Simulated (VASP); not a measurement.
Wanted: the native input for a VASP 6.6.1 run.

| Property | Result |
| --- | --- |
| Task | single point |
| Functional | PBE |
| Potentials or basis | VASP PAW PBE potentials, release 64 (Zr_sv) |
| Cutoff | 520 eV |
| k mesh | 14 × 14 × 14 |
| Occupations | fermi-dirac, width 0.08 eV |
| Spin | no spin polarisation |
| Dipole correction | no |
| Further INCAR settings | ALGO = Normal; EDIFF = 1e-06; NBANDS = 12 |

The structure of Zr lies in POSCAR:

```
Zr
1.0
   -1.8160133332      1.8160133332      1.8160133332
    1.8160133332     -1.8160133332      1.8160133332
    1.8160133332      1.8160133332     -1.8160133332
Zr
1
Direct
    0.0000000000      0.0000000000      0.0000000000
```

This cell differs from its parent crystal: volume scaled by 1.01.

One way to write it, as run:

INCAR

```
  PREC = Accurate
  ENCUT = 520
  EDIFF = 1E-6
  ISMEAR = -1
  SIGMA = 0.08
  LREAL = False
  LASPH = True
  NELM = 100
  ALGO = Normal
  ISIF = 2
  LWAVE = False
  LCHARG = False
  GGA = PE
  NBANDS = 12
```

KPOINTS

```
regular mesh
0
Gamma
  14 14 14
```

Potentials or basis: VASP PAW PBE potentials, release 64 (Zr_sv).

Command:

```console
$ cat potpaw_PBE.64/Zr_sv/POTCAR > POTCAR
$ mpirun -np 1 vasp_std > vasp.out
```

Results of the run:

The pressure is -3.8 GPa and the band gap on the k mesh is zero (band 6 reaches 9.51 eV, above the bottom of band 7 at 7.78 eV).

It took 31 s on 1 thread of Intel Xeon 8259CL, with other jobs on the host, peak memory 0.16 GiB.
